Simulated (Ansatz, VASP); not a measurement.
Ni in VASP and in Ansatz

```
Ni
1.0
    -1.40054    1.40054    1.40054
     1.40054   -1.40054    1.40054
     1.40054    1.40054   -1.40054
Ni
1
Direct
  0.00000 0.00000 0.00000
```

Alike in both runs: task single point; functional PBE; k mesh 20 × 20 × 20; occupations gaussian, width 0.05 eV; no spin polarisation.

|  | VASP | Ansatz |
| --- | --- | --- |
| version | VASP 6.6.1 | Ansatz 0.2.0 |
| potentials or method | VASP PAW PBE potentials, release 64 (Ni), cutoff 600 eV | scalar-relativistic, plane waves, PAW |
| valence electrons in the cell | 10 | 18 |

```csv
,VASP,Ansatz,Ansatz less VASP
pressure (GPa),-2.1,-2.0,+0.06
```

With one functional, cell and mesh, what is left measures potentials, basis and numerics. VASP's potentials hold 10 valence electrons a cell and Ansatz's 18, so a difference there can come from the potentials and not from the codes.
